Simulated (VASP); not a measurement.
Write the native input for VASP 6.6.1 that does the following.

```yaml
Task: single point
Functional: PBE
Potentials_or_basis: VASP PAW PBE potentials, release 64 (W_sv, C)
Cutoff: 520 eV
k_mesh: 16 × 16 × 14
Occupations: fermi-dirac, width 0.1 eV
Spin: no spin polarisation
Dipole_correction: no
Further_INCAR_settings: ALGO = Normal; EDIFF = 1e-06; NBANDS = 16
```

The structure of WC (WC type) lies in POSCAR:

```
WC
1.0
    2.8493042774      0.0000000000      0.0000000000
   -1.4246521387      2.4675698874      0.0000000000
    0.0000000000      0.0000000000      2.7918605772
W C
1 1
Direct
    0.0000000000      0.0000000000      0.0000000000
    0.3333333333      0.6666666667      0.5000000000
```

The input as run:

INCAR

```
PREC = Accurate ; ENCUT = 520
EDIFF = 1E-6 ; ISMEAR = -1
SIGMA = 0.1 ; LREAL = False
LASPH = True ; NELM = 100
ALGO = Normal ; ISIF = 2
LWAVE = False ; LCHARG = False
GGA = PE ; NBANDS = 16
```

KPOINTS

```
Automatic mesh
0
Gamma
  16 16 14
```

Potentials or basis: VASP PAW PBE potentials, release 64 (W_sv, C).

Command:

```sh
$ cat potpaw_PBE.64/W_sv/POTCAR potpaw_PBE.64/C/POTCAR > POTCAR
$ mpirun -np 1 vasp_std > vasp.out
```

Results of the run:

```json
{
  "Pressure": "32.5 GPa",
  "Band gap on the k mesh": "zero (band 9 reaches 12.53 eV, above the bottom of band 10 at 11.24 eV)"
}
```

Caveat: spin-orbit coupling is left out, which moves the levels of the heavy elements.

Wall time 53 s on 1 thread of Intel(R) Xeon(R) Platinum 8488C (Sapphire Rapids), on a shared host, peak memory 0.2 GiB.
